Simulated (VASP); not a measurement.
Here is a VASP 6.6.1 calculation.

The input INCAR:

```
ALGO     = Normal         # electronic algorithm
EDIFF    = 1E-7           # SCF threshold, eV
ENCUT    = 520            # plane-wave cutoff, eV
GGA      = PE             # functional
ISIF     = 2              # what is computed and relaxed
ISMEAR   = 0              # smearing method
LASPH    = True           # aspherical terms in the spheres
LCHARG   = True           # write CHGCAR
LELF     = True           # ELF
LREAL    = False          # projectors in reciprocal space
LVHAR    = True         
LWAVE    = False          # write WAVECAR
NBANDS   = 30             # bands
NELM     = 80             # most SCF steps
PREC     = Accurate       # precision mode
SIGMA    = 0.2            # smearing width, eV
```

File KPOINTS:

```
k-points
0
Gamma
  8 4 4
```

File POSCAR:

```
MgSnN
1.0
   -3.1119803937     -0.0024825668      0.0001599994
    0.0002486240     -0.0005576454     -4.8003938581
   -0.0049618625     -6.2281140787     -0.0007232374
Mg Sn N
2 2 2
Direct
    0.0003100241     -0.0001629946      0.5000182022
   -0.0001891829     -0.0002484544     -0.0000102337
    0.5000789691      0.4991833271      0.7499925677
    0.4996957041      0.5000888280      0.2501001909
    0.5005263178      0.0009249023      0.7499459484
    0.4995781677      0.0002143918      0.2499533245
```

Potentials or basis: VASP PAW PBE potentials, release 64 (Mg, Sn_d, N).

Command:

```bash
$ cat potpaw_PBE.64/Mg/POTCAR potpaw_PBE.64/Sn_d/POTCAR potpaw_PBE.64/N/POTCAR > POTCAR
$ mpirun -np 1 vasp_std > vasp.out
```

(1) What does it give for the pressure?

(2) What does it give for the band gap on the k mesh?

(3) Estimate the largest force.

Answers

(1) -0.2 GPa.

(2) zero (band 21 reaches 8.86 eV, above the bottom of band 22 at 5.78 eV).

(3) 0.006 eV/Å.

Caveat: spin-orbit coupling is left out, which moves the levels of the heavy elements.
